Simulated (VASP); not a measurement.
Wanted: the native input for a VASP 6.6.1 run.

| Item | Value |
| --- | --- |
| Task | single point |
| Functional | PBE |
| Potentials or basis | VASP PAW PBE potentials, release 64 (Pb_d, S) |
| Cutoff | 500 eV |
| k mesh | 4 × 4 × 4 |
| Occupations | gaussian, width 0.1 eV |
| Spin | no spin polarisation |
| Hubbard terms | S p U = 6.3 eV |
| Dipole correction | no |
| Further INCAR settings | ALGO = Normal; EDIFF = 1e-06; NBANDS = 17 |

The structure of PbS lies in POSCAR:

```
PbS
1.0
    3.6536590000      0.0000000000      0.0000000000
    0.0000000000      3.6536590000      0.0000000000
    0.0000000000      0.0000000000      3.6536590000
Pb S
1 1
Direct
    0.0000000000      0.0000000000      0.0000000000
    0.5000000000      0.5000000000      0.5000000000
```

The input as run:

INCAR

```
PREC     = Accurate       # precision mode
ENCUT    = 500            # plane-wave cutoff, eV
EDIFF    = 1E-6           # SCF threshold, eV
ISMEAR   = 0              # smearing method
SIGMA    = 0.1            # smearing width, eV
LREAL    = F              # projectors in reciprocal space
LASPH    = T              # aspherical terms in the spheres
NELM     = 200            # most SCF steps
ALGO     = Normal         # electronic algorithm
ISIF     = 2              # what is computed and relaxed
LWAVE    = F              # write WAVECAR
LCHARG   = F              # write CHGCAR
LDAU     = T              # DFT+U
LDAUTYPE = 2            
LDAUL    = -1 1           # shell
LDAUU    = 0 6.3          # U, eV
LDAUJ    = 0 0          
LDAUPRINT= 1            
GGA      = PE             # functional
NBANDS   = 17             # bands
GGA_COMPAT= F
```

KPOINTS

```
Automatic mesh
0
Gamma
  4 4 4
```

Potentials or basis: VASP PAW PBE potentials, release 64 (Pb_d, S).

Launch:

```bash
$ cat potpaw_PBE.64/Pb_d/POTCAR potpaw_PBE.64/S/POTCAR > POTCAR
$ mpirun -np 1 vasp_std > vasp.out
```

Results of the run:

| Quantity | Value |
| --- | --- |
| Pressure | 0.3 GPa |
| Band gap on the k mesh | zero (bands 10 and 11 overlap by 0.51 eV) |

Caveat: the k points lie up to 0.43 Å⁻¹ apart, too coarse for converged energies and pressures of a metal; semilocal functionals underestimate gaps, so a narrow gap can read as zero; spin-orbit coupling is left out, which moves the levels of the heavy elements; U without spin polarisation on a metal has little footing.

Run time: 3.7 s on 1 thread of Intel(R) Xeon(R) 6975P-C (Granite Rapids) (shared host), peak memory 0.15 GiB.
